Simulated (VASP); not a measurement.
A run of VASP 6.6.1 is set up as follows.

File INCAR:

```
PREC = Accurate
ENCUT = 520
EDIFF = 1E-7
ISMEAR = 0
SIGMA = 0.01
LREAL = F
LASPH = T
NELM = 60
ALGO = Normal
ISIF = 2
LWAVE = F
LCHARG = F
GGA = PE
NBANDS = 28
```

The input KPOINTS:

```
regular mesh
0
Gamma
  6 6 4
```

The input POSCAR:

```
PbSe
1.0
    5.1012960180      0.0000000000      0.0000000000
   -2.5506480090      4.4178519438      0.0000000000
    0.0000000000      0.0000000000      6.1357068769
Pb Se
2 2
Direct
    0.3333333333      0.6666666667     -0.0648560059
    0.6666666667      0.3333333333      0.4351439941
    0.3333333333      0.6666666667      0.4398560059
    0.6666666667      0.3333333333      0.9398560059
```

Potentials or basis: VASP PAW PBE potentials, release 64 (Pb_d, Se).

The run is started by

```sh
$ cat potpaw_PBE.64/Pb_d/POTCAR potpaw_PBE.64/Se/POTCAR > POTCAR
$ mpirun -np 1 vasp_std > vasp.out
```

(1) Predict the largest force.

(2) Estimate the pressure.

(3) Predict the band gap on the k mesh.

Answers

(1) 0.019 eV/Å.

(2) 2.6 GPa.

(3) 1.10 eV.

Caveat: spin-orbit coupling is left out, which moves the levels of the heavy elements.
